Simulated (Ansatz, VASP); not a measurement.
BN: VASP beside Ansatz

```
CELL_PARAMETERS angstrom
1.81235 -1.81235 0.00000
1.81235 0.00000 -1.81235
7.24939 7.24939 7.24939
ATOMIC_POSITIONS crystal
B 0.00000 0.00000 0.50000
B 0.33333 0.33333 0.33333
B 0.66667 0.66667 0.66667
B 0.00000 0.00000 0.00000
B 0.33333 0.33333 0.83333
B 0.66667 0.66667 0.16667
N 0.66667 0.66667 0.54167
N 0.00000 0.00000 0.37500
N 0.33333 0.33333 0.70833
N 0.66667 0.66667 0.04167
N 0.00000 0.00000 0.87500
N 0.33333 0.33333 0.20833
```

Alike in both runs: task single point; functional PBE; k mesh 10 × 10 × 2; occupations gaussian, width 0.05 eV; no spin polarisation.

|  | VASP | Ansatz |
| --- | --- | --- |
| version | VASP 6.6.1 | Ansatz 0.2.0 |
| potentials or method | VASP PAW PBE potentials, release 64 (B, N), cutoff 520 eV | scalar-relativistic, plane waves, PAW |
| valence electrons in the cell | 48 | 48 |

```tsv
	VASP	Ansatz	Ansatz less VASP
gap on the k mesh at the Fermi level (eV)	4.45	4.46	+0.012
least direct gap on the mesh (eV)	6.38	6.39	+0.012
pressure (GPa)	0.2	0.0	-0.24
```
